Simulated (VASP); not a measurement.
# Li (P6_3/mmc) in VASP: further runs, part 2 of 2

VASP 6.6.1.

## 3. Relaxation of cell and atoms, revPBE

This run uses another cell than the first one, of 21.61 Å³/atom, 1.022 times its volume.

File INCAR:

```
PREC = Accurate
ENCUT = 750
EDIFF = 1E-7
ISMEAR = -1
SIGMA = 0.1
LREAL = False
LASPH = True
NELM = 120
ALGO = Normal
ISIF = 3
LWAVE = False
LCHARG = False
GGA = RE
IBRION = 2
NSW = 80
EDIFFG = -0.01
GGA_COMPAT = False
NELMIN = 4
```

File KPOINTS:

```
regular mesh
0
Gamma
  12 12 3
```

File POSCAR:

```
Li
1.0
    3.1264265076      0.0000000000      0.0000000000
   -1.5632132538      2.7075647787      0.0000000000
    0.0000000000      0.0000000000     10.2109089739
Li
4
Direct
    0.0000000000      0.0000000000      0.0000000000
    0.0000000000      0.0000000000      0.5000000000
    0.3333333333      0.6666666667      0.2500000000
    0.6666666667      0.3333333333      0.7500000000
```

Potentials or basis: VASP PAW PBE potentials, release 64 (Li_sv).

Started as:

```sh
> cat potpaw_PBE.64/Li_sv/POTCAR > POTCAR
> mpirun -np 1 vasp_std > vasp.out
```

OUTCAR:

```text
PREC = Accurate
   ENCUT = 750
   EDIFF = 1E-7
   ISMEAR = -1
   LREAL = False
   LASPH = True
   NELM = 120
   ISIF = 3
   GGA = RE
   IBRION = 2
   NSW = 80
   EDIFFG = -0.01
   NELMIN = 4

 ion  position               nearest neighbor table
   1  0.000  0.000  0.000-
   2  0.000  0.000  0.500-
   3  0.333  0.667  0.250-
   4  0.667  0.333  0.750-

  LATTYP: Found a hexagonal cell.
 ALAT       =     3.1264265076
 C/A-ratio  =     3.2660000000

  Lattice vectors:

 A1 = (   3.1264265076,   0.0000000000,   0.0000000000)
 A2 = (  -1.5632132538,   2.7075647787,   0.0000000000)
 A3 = (   0.0000000000,   0.0000000000,  10.2109089739)

Analysis of symmetry for initial positions (statically):
=====================================================================
 Subroutine PRICEL returns:
 Original cell was already a primitive cell.

 Routine SETGRP: Setting up the symmetry group for a
 hexagonal supercell.

 Subroutine GETGRP returns: Found 24 space group operations
 (whereof 12 operations were pure point group operations)
 out of a pool of 24 trial point group operations.

The static configuration has the point symmetry D_3d.
 The point group associated with its full space group is D_6h.

Analysis of symmetry for dynamics (positions and initial velocities):
=====================================================================
 Subroutine PRICEL returns:
 Original cell was already a primitive cell.

 Routine SETGRP: Setting up the symmetry group for a
 hexagonal supercell.

 Subroutine GETGRP returns: Found 24 space group operations
 (whereof 12 operations were pure point group operations)
 out of a pool of 24 trial point group operations.

The dynamic configuration has the point symmetry D_3d.
 The point group associated with its full space group is D_6h.

 Subroutine INISYM returns: Found 24 space group operations
 (whereof 12 operations are pure point group operations),
 and found     1 'primitive' translations

----------------------------------------------------------------------------------------

                                     Primitive cell

  volume of cell :      86.4354

  direct lattice vectors                    reciprocal lattice vectors
     3.126426508  0.000000000  0.000000000     0.319853992  0.184667789  0.000000000
    -1.563213254  2.707564779  0.000000000     0.000000000  0.369335577  0.000000000
     0.000000000  0.000000000 10.210908974     0.000000000  0.000000000  0.097934474

  length of vectors
     3.126426508  3.126426508 10.210908974     0.369335577  0.369335577  0.097934474

  position of ions in fractional coordinates (direct lattice)
     0.000000000  0.000000000  0.000000000
     0.000000000  0.000000000  0.500000000
     0.333333333  0.666666667  0.250000000
     0.666666667  0.333333333  0.750000000

  ion indices of the primitive-cell ions
   primitive index   ion index
                 1           1
                 2           2
                 3           3
                 4           4

----------------------------------------------------------------------------------------

[... 52 lines left out ...]
   number of dos      NEDOS =    301   number of ions     NIONS =      4
   total plane-waves  NPLWV =  75264
   dimension x,y,z NGX =    28 NGY =   28 NGZ =   96
   dimension x,y,z NGXF=    56 NGYF=   56 NGZF=  192
   ions per type =               4
   NGX,Y,Z   is equivalent  to a cutoff of  14.89, 14.89, 15.63 a.u.
   NGXF,Y,Z  is equivalent  to a cutoff of  29.78, 29.78, 31.26 a.u.
 SYSTEM =  unknown system
   PREC   = accura    normal or accurate (medium, high low for compatibility)
   ISTART =      0    job   : 0-new  1-cont  2-samecut
   ICHARG =      2    charge: 1-file 2-atom 10-const
   ISPIN  =      1    spin polarized calculation?
   LNONCOLLINEAR =      F non collinear calculations
   LSORBIT =      F    spin-orbit coupling
   LASPH  =      T    aspherical Exc in radial PAW
   ENCUT  =  750.0 eV  55.12 Ry    7.42 a.u.   6.98  6.98 22.80*2*pi/ulx,y,z
   NELM   =    120;   NELMIN=  4; NELMDL= -5     # of ELM steps
   EDIFF  = 0.1E-06   stopping-criterion for ELM
   LREAL  =      F    real-space projection
   EDIFFG = -.1E-01   stopping-criterion for IOM
   NSW    =     80    number of steps for IOM
   IBRION =      2    ionic relax: 0-MD 1-quasi-New 2-CG
   NFREE  =      1    steps in history (QN), initial steepest desc. (CG)
   ISIF   =      3    stress and relaxation
   ISYM   =      2    0-nonsym 1-usesym 2-fastsym
   POTIM  = 0.5000    time-step for ionic-motion
   TEBEG  =    0.0;   TEEND  =   0.0 temperature during run
   PSTRESS=    0.0 pullay stress
   NELECT =      12.0000    total number of electrons
   NUPDOWN=      -1.0000    fix difference up-down
   EMIN   =  10.00;   EMAX   =-10.00  energy-range for DOS
   EFERMI =   0.00;   METHOD = LEGACY
   ISMEAR =    -1;   SIGMA  =   0.10  broadening in eV -4-tet -1-fermi 0-gaus
   EFERMI_NEDOS =   21; number of points for ismear=-14 and -15
   IALGO  =     38    algorithm
   IMIX   =      4    mixing-type and parameters
     AMIX     =   0.40;   BMIX     =  1.00
     AMIX_MAG =   1.60;   BMIX_MAG =  1.00
  volume/ion in A,a.u.               =      21.61       145.82
  Fermi-wavevector in a.u.,A,eV,Ry     =   0.847692  1.601906  9.776898  0.718582
  Thomas-Fermi vector in A             =   1.963238
   LORBIT       =      0    0 simple, 1 ext, 2 COOP (PROOUT), +10 PAW based schemes
   GGA     = RE    functional components
   LHFCALC =     F    Hartree Fock is set to
   AEXX    =    0.0000 exact exchange contribution
   IVDW    =     0    specifies the selected vdW correction
   LEPSILON=     F    determine dielectric tensor
   LRPA    =     F    only Hartree local field effects (RPA)
 conjugate gradient relaxation of ions
 non-spin polarized calculation
  energy-cutoff  :      750.00
  volume of cell :       86.44
 maximum number of plane-waves:      4053
 NGX is ok and might be reduce to    28
   NGX = 13   NGY = 13   NGZ = 45

--------------------------------------- Ionic step        1  -------------------------------------------

 number of electron      12.0000003 magnetization

 Free energy of the ion-electron system (eV)
  ---------------------------------------------------
  ext. energy  EPLUGINS =         0.00000000
  ---------------------------------------------------
  free energy    TOTEN  =        -7.27831382 eV

  energy without entropy =       -7.21452785  energy(sigma->0) =       -7.24642083

------------------------ aborting loop because EDIFF is reached ----------------------------------------

  FORCE on cell =-STRESS in cart. coord.  units (eV):
  Direction    XX          YY          ZZ          XY          YZ          ZX
  --------------------------------------------------------------------------------------
  -------------------------------------------------------------------------------------
  Total       -0.2125982     -0.2125982     -0.2402369      0.0000000      0.0000000      0.0000000
  in kB       -3.9407474     -3.9407474     -4.4530619      0.0000000      0.0000000      0.0000000
  external PRESSURE =      -4.1115189 kB  Pullay stress =       0.0000000 kB
[... 63 lines left out ...]
--------------------------------------- Ionic step        3  -------------------------------------------

 number of electron      11.9999998 magnetization

 Free energy of the ion-electron system (eV)
  ---------------------------------------------------
  ext. energy  EPLUGINS =         0.00000000
  ---------------------------------------------------
  free energy    TOTEN  =        -7.28182353 eV

  energy without entropy =       -7.21851651  energy(sigma->0) =       -7.25017002

 E-fermi :   0.5712     XC(G=0):  -6.8878

 val. band max:        0.5665868585   @ k =   0.5000  -0.0000   0.0000
 cond. band min:       0.5832616509   @ k =   0.3333   0.1667   0.3333
 fundamental gap:      0.0166747923
 Fermi energy:         0.5711876470

 k-point     1 :       0.0000    0.0000    0.0000
  band No.  band energies     occupation
      1     -46.1183      2.00000
      2     -46.1106      2.00000
      3     -46.1104      2.00000
      4     -46.1028      2.00000
      5      -2.9405      2.00000
      6      -1.8282      2.00000
      7      -1.8273      2.00000
      8       0.6199      0.76122
      9       3.4298      0.00000
     10       8.4631      0.00000
[... 287 lines left out ...]
 k-point    24 :       0.3333   -0.0000    0.3333
  band No.  band energies     occupation
      1     -46.1068      2.00000
      2     -46.1052      2.00000
      3     -46.1008      2.00000
      4     -46.0991      2.00000
      5      -1.0615      2.00000
      6      -0.6909      1.99999
      7       0.7918      0.19838
      8       1.8769      0.00000
      9       4.4607      0.00000
     10       5.3557      0.00000

 [... further k-points ...]
[... 5 lines left out ...]
  --------------------------------------------------------------------------------------
  -------------------------------------------------------------------------------------
  Total        0.0090412      0.0090412     -0.0024159      0.0000000     -0.0000000      0.0000000
  in kB        0.1730858      0.1730858     -0.0462499      0.0000000     -0.0000000      0.0000000
  external PRESSURE =       0.0999739 kB  Pullay stress =       0.0000000 kB
[... 19 lines left out ...]
  FREE ENERGIE OF THE ION-ELECTRON SYSTEM (eV)
  ---------------------------------------------------
  free  energy   TOTEN  =        -7.2818235278 eV

  energy  without entropy=       -7.2185165107  energy(sigma->0) =       -7.25017002

 reached required accuracy - stopping structural energy minimisation
```

OSZICAR:

```text
N       E                     dE             d eps       ncg     rms          rms(c)
DAV:   1     0.324810965553E+02    0.32481E+02   -0.63094E+03   760   0.140E+03
DAV:   2     0.265029221567E+01   -0.29831E+02   -0.29019E+02   824   0.216E+02
DAV:   3    -0.682467068823E+01   -0.94750E+01   -0.94130E+01  1478   0.663E+01
DAV:   4    -0.724812804124E+01   -0.42346E+00   -0.42299E+00   954   0.235E+01
[... 27 lines left out ...]
DAV:   6    -0.728182480411E+01    0.90289E-05   -0.28527E-06   906   0.249E-02    0.132E-03
DAV:   7    -0.728182310690E+01    0.16972E-05   -0.83185E-07  1110   0.797E-03    0.113E-03
DAV:   8    -0.728182366773E+01   -0.56083E-06   -0.50726E-08   464   0.347E-03    0.618E-05
DAV:   9    -0.728182353176E+01    0.13597E-06   -0.90427E-09   448   0.142E-03    0.675E-05
DAV:  10    -0.728182352775E+01    0.40134E-08   -0.33512E-09   414   0.776E-04
   3 F= -.72818235E+01 E0= -.72501700E+01  d E =-.350971E-02
```

CONTCAR:

```text
Li
   1.00000000000000
     3.0943609409491750    0.0000000000000000    0.0000000000000000
    -1.5471804704745875    2.6797951833920015    0.0000000000000000
     0.0000000000000000    0.0000000000000000   10.0925679741556582
  Li
     4
Direct
     0.0000000000000000    0.0000000000000000    0.0000000000000000
     0.0000000000000000    0.0000000000000000    0.5000000000000000
     0.3333333332999970    0.6666666667000030    0.2500000000000000
     0.6666666667000030    0.3333333332999970    0.7500000000000000

  0.00000000E+00  0.00000000E+00  0.00000000E+00
  0.00000000E+00  0.00000000E+00  0.00000000E+00
  0.00000000E+00  0.00000000E+00  0.00000000E+00
  0.00000000E+00  0.00000000E+00  0.00000000E+00
```

It took 4.3 min on 1 thread of Intel Xeon 8259CL, shared host; peak memory 0.27 GiB.

What came out:

- Free energy: -7.2818 eV
- Relaxed volume: 20.92 Å³/atom
- Relaxed cell: a = 3.094 Å, b = 3.094 Å, c = 10.093 Å, α = 90.00°, β = 90.00°, γ = 120.00°
- Space group after relaxing (to 0.05 Å): P6_3/mmc (No. 194)
- Energy gained by relaxing: 0.9 meV/atom
- Ionic steps: 3
- Pressure after relaxing: 0.0 GPa
- Band gap on the k mesh: zero (band 6 reaches 2.15 eV, above the bottom of band 7 at -1.83 eV)

Step by step:
```csv
step,energy change (eV),largest force (eV/Å),pressure (GPa),volume (Å³)
1,0.0000,0.0000,-0.41,86.44
2,-0.0016,0.0000,-0.31,85.74
3,-0.0035,0.0000,0.01,83.69
```

Final structure:
```cif
data_structure
_symmetry_space_group_name_H-M 'P 1'
_symmetry_Int_Tables_number 1
_cell_length_a 3.0944
_cell_length_b 3.0944
_cell_length_c 10.0926
_cell_angle_alpha 90.000
_cell_angle_beta 90.000
_cell_angle_gamma 120.000
_cell_volume 83.69
loop_
_atom_site_label
_atom_site_type_symbol
_atom_site_fract_x
_atom_site_fract_y
_atom_site_fract_z
_atom_site_occupancy
Li1 Li 0.00000 0.00000 0.00000 1
Li2 Li 0.00000 0.00000 0.50000 1
Li3 Li 0.33333 0.66667 0.25000 1
Li4 Li 0.66667 0.33333 0.75000 1
```

Caveat: the PAW data sets were made with another functional, which shifts forces and pressure a little.
